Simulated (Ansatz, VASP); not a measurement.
# One calculation of RbBr, two programs

File INCAR:

```
ALGO = Normal ; EDIFF = 1E-7
ENCUT = 520 ; GGA = PE
ISIF = 2 ; ISMEAR = 0
LASPH = True ; LCHARG = False
LREAL = False ; LWAVE = False
NBANDS = 15 ; NELM = 100
PREC = Accurate ; SIGMA = 0.02
```

File KPOINTS:

```
k-points
0
Gamma
  6 6 6
```

Contents of POSCAR:

```
RbBr
1.0
   -0.0115164000      3.5805036000      3.4776786000
    3.5805036000     -0.0115164000      3.4776786000
    3.5689872000      3.5689872000      0.0000000000
Rb Br
1 1
Direct
    0.0364697301      0.0364697301     -0.0364697301
    0.4635302699      0.4635302699      0.5364697301
```

Input for Ansatz:

```yaml
crystal:
  lattice:
    - [-0.0115164, 3.5805036, 3.4776786]
    - [3.5805036, -0.0115164, 3.4776786]
    - [3.5689872, 3.5689872, 0.0]
  atoms:
    - { symbol: Rb, position: [0.0364697301, 0.0364697301, -0.0364697301] }
    - { symbol: Br, position: [0.4635302699, 0.4635302699, 0.5364697301] }
basis:
  ecutwfc: 420
kpoints:
  mp_grid: { grid: [6, 6, 6] }
hamiltonian:
  xc: pbe
scf:
  occupations: { method: gaussian, width: 0.02 }
output:
  forces: true
  eigenvalues: true
  stress: true
```

Alike in both runs: task single point; functional PBE; k mesh 6 × 6 × 6; occupations gaussian, width 0.02 eV; no spin polarisation.

|  | VASP | Ansatz |
| --- | --- | --- |
| version | VASP 6.6.1 | Ansatz 0.2.0 |
| potentials or method | VASP PAW PBE potentials, release 64 (Rb_sv, Br), cutoff 520 eV | scalar-relativistic, plane waves, PAW |
| valence electrons in the cell | 16 | 16 |

```tsv
	VASP	Ansatz	Ansatz less VASP
gap on the k mesh at the Fermi level (eV)	4.12	4.12	+0.002
pressure (GPa)	1.0	1.0	-0.03
traceless stress, the component that is largest in VASP (GPa)	3.20	3.17	-0.038
rms of the force components (eV/Å)	0.563	0.556	-0.0067
```

Atom by atom the forces differ by 0.007 eV/Å (rms over components). With one functional, cell and mesh, what is left measures potentials, basis and numerics.
